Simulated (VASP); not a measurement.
Set up this calculation in VASP 6.6.1, as the native input.

| Quantity | Value |
| --- | --- |
| Task | single point |
| Functional | BLYP |
| Potentials or basis | VASP PAW PBE potentials, release 64 (Al, Pd) |
| Cutoff | 520 eV |
| k mesh | 5 × 5 × 5 |
| Occupations | methfessel-paxton, width 0.1 eV |
| Spin | no spin polarisation |
| Dipole correction | no |
| Further INCAR settings | ALGO = Normal; EDIFF = 1e-07; NBANDS = 18 |

The structure of Al3Pd lies in POSCAR:

```
Al3Pd
1.0
    3.9469100000      0.0000000000      0.0000000000
    0.0000000000      3.9469100000      0.0000000000
    0.0000000000      0.0000000000      3.9469100000
Al Pd
3 1
Direct
    0.0000000000      0.5000000000      0.5000000000
    0.5000000000      0.0000000000      0.5000000000
    0.5000000000      0.5000000000      0.0000000000
    0.0000000000      0.0000000000      0.0000000000
```

The input as run:

INCAR

```
PREC = Accurate
ENCUT = 520
EDIFF = 1E-7
ISMEAR = 1
SIGMA = 0.1
LREAL = False
LASPH = True
NELM = 60
ALGO = Normal
ISIF = 2
LWAVE = False
LCHARG = True
GGA = B5
ALDAX = 1.0
AGGAX = 1.0
AGGAC = 1.0
ALDAC = 0.0
LELF = True
LVHAR = True
NBANDS = 18
```

KPOINTS

```
Automatic mesh
0
Gamma
  5 5 5
```

Potentials or basis: VASP PAW PBE potentials, release 64 (Al, Pd).

The run is started by

```bash
$ cat potpaw_PBE.64/Al/POTCAR potpaw_PBE.64/Pd/POTCAR > POTCAR
$ mpirun -np 1 vasp_std > vasp.out
```

It gave:

| Property | Result |
| --- | --- |
| Pressure | 5.9 GPa |

Caveat: the PAW data sets were made with another functional, which shifts forces and pressure a little.

Wall time 12 s on 1 thread of Intel(R) Xeon(R) 6975P-C (Granite Rapids), with other jobs on the host, peak memory 0.16 GiB.
